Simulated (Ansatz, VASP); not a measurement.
Al in VASP and in Ansatz

```
Al
1.0
     0.00000    1.94543    1.94543
     1.94543    0.00000    1.94543
     1.94543    1.94543    0.00000
Al
1
Direct
  0.00000 0.00000 0.00000
```

Alike in both runs: task single point; functional PBEsol; k mesh 18 × 18 × 18; occupations gaussian, width 0.1 eV; no spin polarisation.

```csv
,VASP,Ansatz
version,VASP 6.6.1,Ansatz 0.2.0
potentials or method,"VASP PAW PBE potentials, release 64 (Al), cutoff 500 eV","scalar-relativistic, plane waves, PAW"
valence electrons in the cell,3,3
```

Ansatz gave:

- gap on the k mesh at the Fermi level (eV): none
- pressure (GPa): 9.5

Problem. What did VASP give for the same quantities?

Solution. gap on the k mesh at the Fermi level (eV): none; pressure (GPa): 9.6.

VASP's potentials were made for PBE, not for PBEsol. A gap of «none» marks a metal or a gap that the smearing closes. The functional is the same, so the differences come from potentials, cutoffs and numerics.
